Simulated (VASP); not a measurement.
# HfB (Fm-3m) in VASP: notebook, part 2 of 3

VASP 6.6.1.

### Step 3. Relaxation of cell and atoms, r2SCAN, target pressure 30 GPa, at which the enthalpy is minimised

POSCAR

```
HfB
1.0
    0.0000000000      2.3100000000      2.3100000000
    2.3100000000      0.0000000000      2.3100000000
    2.3100000000      2.3100000000      0.0000000000
Hf B
1 1
Direct
    0.5000000000      0.5000000000      0.5000000000
    0.0000000000      0.0000000000      0.0000000000
```

INCAR.step1

```
SYSTEM = HfB
PREC = Accurate ; ENCUT = 600
ISMEAR = -1 ; SIGMA = 0.05
LREAL = .FALSE. ; LASPH = .TRUE.
NELM = 80 ; GGA = PE
ALGO = Normal ; EDIFF = 1E-4
LWAVE = .TRUE. ; LCHARG = .FALSE.
```

INCAR.step2

```
SYSTEM = HfB
PREC = Accurate ; ENCUT = 600
EDIFF = 1E-6 ; ISMEAR = -1
SIGMA = 0.05 ; LREAL = .FALSE.
LASPH = .TRUE. ; NELM = 80
ALGO = Normal ; ISIF = 3
LWAVE = .FALSE. ; LCHARG = .FALSE.
METAGGA = R2SCAN ; LMIXTAU = .TRUE.
IBRION = 2 ; NSW = 60
EDIFFG = -0.01 ; PSTRESS = 300.0
ISTART = 1
```

KPOINTS

```
regular mesh
0
G
  10 10 10
  0 0 0
```

Potentials or basis: VASP PAW PBE potentials, release 64 (Hf_pv, B).

The run is started by

```bash
$ cat potpaw_PBE.64/Hf_pv/POTCAR potpaw_PBE.64/B/POTCAR > POTCAR
$ cp INCAR.step1 INCAR
$ mpirun -np 1 vasp_std > vasp.out
$ cp INCAR.step2 INCAR
$ mpirun -np 1 vasp_std > vasp.out
```

OUTCAR:

```text
SYSTEM = HfB
   PREC = Accurate
   ENCUT = 600
   EDIFF = 1E-6
   ISMEAR = -1
   LREAL = .FALSE.
   LASPH = .TRUE.
   NELM = 80
   ISIF = 3
   METAGGA = R2SCAN
   IBRION = 2
   NSW = 60
   EDIFFG = -0.01
   PSTRESS = 300.0
   ISTART = 1

 ion  position               nearest neighbor table
   1  0.500  0.500  0.500-   2 2.31   2 2.31   2 2.31   2 2.31   2 2.31   2 2.31
   2  0.000  0.000  0.000-   1 2.31   1 2.31   1 2.31   1 2.31   1 2.31   1 2.31

  LATTYP: Found a face centered cubic cell.
 ALAT       =     4.6200000000

  Lattice vectors:

 A1 = (   0.0000000000,   2.3100000000,   2.3100000000)
 A2 = (   2.3100000000,   0.0000000000,   2.3100000000)
 A3 = (   2.3100000000,   2.3100000000,   0.0000000000)

Analysis of symmetry for initial positions (statically):
=====================================================================
 Subroutine PRICEL returns:
 Original cell was already a primitive cell.

 Routine SETGRP: Setting up the symmetry group for a
 face centered cubic supercell.

 Subroutine GETGRP returns: Found 48 space group operations
 (whereof 48 operations were pure point group operations)
 out of a pool of 48 trial point group operations.

The static configuration has the point symmetry O_h .

Analysis of symmetry for dynamics (positions and initial velocities):
=====================================================================
 Subroutine PRICEL returns:
 Original cell was already a primitive cell.

 Routine SETGRP: Setting up the symmetry group for a
 face centered cubic supercell.

 Subroutine GETGRP returns: Found 48 space group operations
 (whereof 48 operations were pure point group operations)
 out of a pool of 48 trial point group operations.

The dynamic configuration has the point symmetry O_h .

 Subroutine INISYM returns: Found 48 space group operations
 (whereof 48 operations are pure point group operations),
 and found     1 'primitive' translations

----------------------------------------------------------------------------------------

                                     Primitive cell

  volume of cell :      24.6528

  direct lattice vectors                    reciprocal lattice vectors
     0.000000000  2.310000000  2.310000000    -0.216450216  0.216450216  0.216450216
     2.310000000  0.000000000  2.310000000     0.216450216 -0.216450216  0.216450216
     2.310000000  2.310000000  0.000000000     0.216450216  0.216450216 -0.216450216

  length of vectors
     3.266833329  3.266833329  3.266833329     0.374902772  0.374902772  0.374902772

  position of ions in fractional coordinates (direct lattice)
     0.500000000  0.500000000  0.500000000
     0.000000000  0.000000000  0.000000000

  ion indices of the primitive-cell ions
   primitive index   ion index
                 1           1
                 2           2

----------------------------------------------------------------------------------------

 KPOINTS: regular mesh

Automatic generation of k-mesh.
 Grid dimensions read from file:
 generate k-points for:   10   10   10

 Generating k-lattice:

  Cartesian coordinates                     Fractional coordinates (reciprocal lattice)
[... 47 lines left out ...]
   ions per type =               1   1
   NGX,Y,Z   is equivalent  to a cutoff of  14.25, 14.25, 14.25 a.u.
   NGXF,Y,Z  is equivalent  to a cutoff of  28.50, 28.50, 28.50 a.u.
 SYSTEM =  HfB
   PREC   = accura    normal or accurate (medium, high low for compatibility)
   ISTART =      1    job   : 0-new  1-cont  2-samecut
   ICHARG =      0    charge: 1-file 2-atom 10-const
   ISPIN  =      1    spin polarized calculation?
   LNONCOLLINEAR =      F non collinear calculations
   LSORBIT =      F    spin-orbit coupling
   LASPH  =      T    aspherical Exc in radial PAW
   ENCUT  =  600.0 eV  44.10 Ry    6.64 a.u.   6.52  6.52  6.52*2*pi/ulx,y,z
   NELM   =     80;   NELMIN=  2; NELMDL=  0     # of ELM steps
   EDIFF  = 0.1E-05   stopping-criterion for ELM
   LREAL  =      F    real-space projection
   EDIFFG = -.1E-01   stopping-criterion for IOM
   NSW    =     60    number of steps for IOM
   IBRION =      2    ionic relax: 0-MD 1-quasi-New 2-CG
   NFREE  =      1    steps in history (QN), initial steepest desc. (CG)
   ISIF   =      3    stress and relaxation
   ISYM   =      2    0-nonsym 1-usesym 2-fastsym
   POTIM  = 0.5000    time-step for ionic-motion
   TEBEG  =    0.0;   TEEND  =   0.0 temperature during run
   PSTRESS=  300.0 pullay stress
   NELECT =      13.0000    total number of electrons
   NUPDOWN=      -1.0000    fix difference up-down
   EMIN   =  10.00;   EMAX   =-10.00  energy-range for DOS
   EFERMI =   0.00;   METHOD = LEGACY
   ISMEAR =    -1;   SIGMA  =   0.05  broadening in eV -4-tet -1-fermi 0-gaus
   EFERMI_NEDOS =   21; number of points for ismear=-14 and -15
   IALGO  =     38    algorithm
   IMIX   =      4    mixing-type and parameters
     AMIX     =   0.40;   BMIX     =  1.00
     AMIX_MAG =   1.60;   BMIX_MAG =  1.00
  volume/ion in A,a.u.               =      12.33        83.18
  Fermi-wavevector in a.u.,A,eV,Ry     =   1.322617  2.499383 23.800871  1.749315
  Thomas-Fermi vector in A             =   2.452285
   LORBIT       =      0    0 simple, 1 ext, 2 COOP (PROOUT), +10 PAW based schemes
   METAGGA = R2SCAN    functional components
   LHFCALC =     F    Hartree Fock is set to
   AEXX    =    0.0000 exact exchange contribution
   IVDW    =     0    specifies the selected vdW correction
   LEPSILON=     F    determine dielectric tensor
   LRPA    =     F    only Hartree local field effects (RPA)
 conjugate gradient relaxation of ions
 non-spin polarized calculation
  energy-cutoff  :      600.00
  volume of cell :       24.65
 maximum number of plane-waves:       869
 NGX is ok and might be reduce to    28
   NGX = 13   NGY = 13   NGZ = 13

--------------------------------------- Ionic step        1  -------------------------------------------

 number of electron      13.0000000 magnetization

 Free energy of the ion-electron system (eV)
  ---------------------------------------------------
  ext. energy  EPLUGINS =         0.00000000
  ---------------------------------------------------
  free energy    TOTEN  =       -53.15472185 eV

  energy without entropy =      -53.14279762  energy(sigma->0) =      -53.14875974

------------------------ aborting loop because EDIFF is reached ----------------------------------------

  FORCE on cell =-STRESS in cart. coord.  units (eV):
  Direction    XX          YY          ZZ          XY          YZ          ZX
  --------------------------------------------------------------------------------------
  -------------------------------------------------------------------------------------
  Total        4.5497881      4.5497881      4.5497881      0.0000000     -0.0000000     -0.0000000
  in kB      295.6894394    295.6894394    295.6894394      0.0000000     -0.0000000     -0.0000000
  external PRESSURE =      -4.3105606 kB  Pullay stress =     300.0000000 kB
[... 63 lines left out ...]
--------------------------------------- Ionic step        3  -------------------------------------------

 number of electron      13.0000000 magnetization

 Free energy of the ion-electron system (eV)
  ---------------------------------------------------
  ext. energy  EPLUGINS =         0.00000000
  ---------------------------------------------------
  free energy    TOTEN  =       -53.14690194 eV

  energy without entropy =      -53.13503005  energy(sigma->0) =      -53.14096600

 E-fermi :   5.0185     XC(G=0): -13.2385

 val. band max:        4.9972130746   @ k =   0.5000   0.3000   0.1000
 cond. band min:       5.0315531321   @ k =  -0.2000   0.1000   0.0000
 fundamental gap:      0.0343400575
 Fermi energy:         5.0184694896

 k-point     1 :       0.0000    0.0000    0.0000
  band No.  band energies     occupation
      1     -24.3367      2.00000
      2     -24.3367      2.00000
      3     -24.3367      2.00000
      4      -5.1487      2.00000
      5       7.5096      0.00000
      6       7.5096      0.00000
      7       7.5096      0.00000
      8       9.2110      0.00000
      9       9.2110      0.00000
     10       9.2110      0.00000
[... 287 lines left out ...]
 k-point    24 :       0.4000    0.3000    0.0000
  band No.  band energies     occupation
      1     -24.9022      2.00000
      2     -24.5647      2.00000
      3     -24.5408      2.00000
      4      -2.1053      2.00000
      5       2.7045      2.00000
      6       4.2923      2.00000
      7       6.4440      0.00000
      8       7.3330      0.00000
      9      11.6552      0.00000
     10      13.5191      0.00000

 [... further k-points ...]

------------------------ aborting loop because EDIFF is reached ----------------------------------------

  FORCE on cell =-STRESS in cart. coord.  units (eV):
  Direction    XX          YY          ZZ          XY          YZ          ZX
  --------------------------------------------------------------------------------------
  -------------------------------------------------------------------------------------
  Total        4.6163180      4.6163180      4.6163180      0.0000000      0.0000000      0.0000000
  in kB      300.5259371    300.5259371    300.5259371      0.0000000      0.0000000      0.0000000
  external PRESSURE =       0.5259371 kB  Pullay stress =     300.0000000 kB
[... 21 lines left out ...]
  energy  without entropy=      -53.1350300528  energy(sigma->0) =      -53.14096600

  enthalpy is  TOTEN    =       -48.5386627536 eV   P V=        4.6082391908

 reached required accuracy - stopping structural energy minimisation
```

Wall time 2.6 min (1 thread of AMD EPYC 7R43 (Zen 3), shared host); peak memory 0.14 GiB.

What came out:

```
Free energy                                                : -53.1469 eV
Relaxed volume                                             : 12.31 Å³/atom
Relaxed cell                                               : a = 3.265 Å, b = 3.265 Å, c = 3.265 Å, α = 60.00°, β = 60.00°, γ = 60.00°
Space group after relaxing (to 0.1 Å)                      : Fm-3m (No. 225)
Energy change on relaxing (the run minimises the enthalpy) : +3.9 meV/atom
Ionic steps                                                : 3
Pressure after relaxing                                    : 30.1 GPa
Band gap on the k mesh                                     : zero (an odd number of electrons rules out a gap without spin polarisation)
```

Step by step:
```tsv
step	energy change (eV)	largest force (eV/Å)	pressure (GPa)	volume (Å³)
1	0.0000	0.0000	29.57	24.65
2	0.0223	0.0000	31.17	24.53
3	0.0078	0.0000	30.05	24.61
```

Final structure:
```xyz
2
Lattice="0.0000 2.3087 2.3087 2.3087 0.0000 2.3087 2.3087 2.3087 0.0000" Properties=species:S:1:pos:R:3 pbc="T T T"
Hf    2.3087    2.3087    2.3087
B     0.0000    0.0000    0.0000
```

Levels at points of the mesh, in eV from the Fermi level:
```csv
k point,band 5,band 6,band 7,band 8,band 9,band 10
"(0.00, 0.00, 0.00)",2.49,2.49,2.49,4.19,4.19,4.19
"(0.50, 0.00, 0.00)",-4.54,-1.43,-1.43,6.99,6.99,8.15
"(0.50, 0.50, 0.00)",-1.10,-1.03,2.46,2.46,6.48,8.40
```

Caveat: the cell is relaxed towards a set pressure, so the run minimises the enthalpy, not the energy; the PAW data sets were made with another functional, which shifts forces and pressure a little; spin-orbit coupling is left out, which moves the levels of the heavy elements.

### Step 4. Single point, revPBE+D3(BJ) (10.85 Å³/atom)

This run uses another cell than the first one, of 10.85 Å³/atom.

INCAR

```
ALGO = Normal
EDIFF = 1E-6
ENCUT = 500
GGA = RE
GGA_COMPAT = F
ISIF = 2
ISMEAR = 1
IVDW = 12
LASPH = T
LCHARG = F
LREAL = F
LWAVE = F
NBANDS = 14
NELM = 120
PREC = Accurate
SIGMA = 0.1
```

KPOINTS

```
k-points
0
Gamma
  10 10 10
```

POSCAR

```
HfB
1.0
    0.0000000000      2.2136359750      2.2136359750
    2.2136359750      0.0000000000      2.2136359750
    2.2136359750      2.2136359750      0.0000000000
Hf B
1 1
Direct
    0.5000000000      0.5000000000      0.5000000000
    0.0000000000      0.0000000000      0.0000000000
```

The run is started by

```bash
$ cat potpaw_PBE.64/Hf_pv/POTCAR potpaw_PBE.64/B/POTCAR > POTCAR
$ mpirun -np 1 vasp_std > vasp.out
```

Run time: 17 s. Hardware: 1 thread of AMD EPYC 7R43 (Zen 3), shared host; peak memory 0.12 GiB.

It converged, with:

```
Free energy                : -17.1968 eV
Pressure                   : 65.6 GPa
Band gap on the k mesh     : zero (an odd number of electrons rules out a gap without spin polarisation)
Dispersion energy per atom : -0.842 eV
```

Levels at points of the mesh, in eV from the Fermi level:
| k point | band 5 | band 6 | band 7 | band 8 | band 9 | band 10 |
| --- | --- | --- | --- | --- | --- | --- |
| (0.00, 0.00, 0.00) | 2.31 | 2.31 | 2.31 | 4.34 | 4.34 | 4.34 |
| (0.50, 0.00, 0.00) | -3.51 | -1.65 | -1.65 | 7.46 | 7.46 | 8.77 |
| (0.50, 0.50, 0.00) | -1.49 | -0.42 | 2.86 | 2.86 | 7.12 | 9.11 |

Caveat: the cell stands under pressure; the PAW data sets were made with another functional, which shifts forces and pressure a little; spin-orbit coupling is left out, which moves the levels of the heavy elements.

(Continued in part 3 of 3.)
